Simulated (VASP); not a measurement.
Crystal: CaS3.

```
Ca S
1.0
    -2.17343    2.17343    4.85493
     2.17343   -2.17343    4.85493
     2.17343    2.17343   -4.85493
Ca S
1 3
Direct
  0.00000 0.00000 0.00000
  0.50000 0.50000 0.00000
  0.25000 0.75000 0.50000
  0.75000 0.25000 0.50000
```

| Quantity | Value |
| --- | --- |
| Program | VASP 6.6.1 |
| Task | relaxation of cell and atoms |
| Functional | PBE |
| Potentials or basis | VASP PAW PBE potentials, release 64 (Ca_sv, S) |
| Cutoff | 600 eV |
| k mesh | 6 × 6 × 6 |
| Occupations | gaussian, width 0.1 eV |
| Spin | no spin polarisation |

At the start: pressure -8.1 GPa; volume 22.93 Å³/atom.

How do energy, volume and symmetry change on relaxing?

Over 10 steps the energy falls by 229.6 meV/atom and the volume is 19.62 Å³/atom (-14.4 %); space group I4/mmm (No. 139, to 0.05 Å).

Step by step:
```
step  energy change (eV)  largest force (eV/Å)  pressure (GPa)  volume (Å³)
   1              0.0000                0.0000           -8.12        91.73
   2             -0.6410                0.0000           -1.37        77.08
   3             -0.6756                0.0000            1.28        73.98
   4             -0.6760                0.0000            1.59        73.64
   5             -0.7848                0.0000            1.84        73.89
   6             -0.8278                0.0000            5.20        73.91
   7             -0.8730                0.0000            3.20        74.02
   8             -0.9119                0.0000           -1.13        79.74
   9             -0.9156                0.0000           -0.24        78.36
  10             -0.9184                0.0000           -0.05        78.50
```

Final structure:
```cif
data_structure
_symmetry_space_group_name_H-M 'P 1'
_symmetry_Int_Tables_number 1
_cell_length_a 6.0117
_cell_length_b 6.0117
_cell_length_c 6.0117
_cell_angle_alpha 142.914
_cell_angle_beta 142.914
_cell_angle_gamma 53.454
_cell_volume 78.50
loop_
_atom_site_label
_atom_site_type_symbol
_atom_site_fract_x
_atom_site_fract_y
_atom_site_fract_z
_atom_site_occupancy
Ca1 Ca 0.00000 0.00000 0.00000 1
S1 S 0.50000 0.50000 0.00000 1
S2 S 0.25000 0.75000 0.50000 1
S3 S 0.75000 0.25000 0.50000 1
```
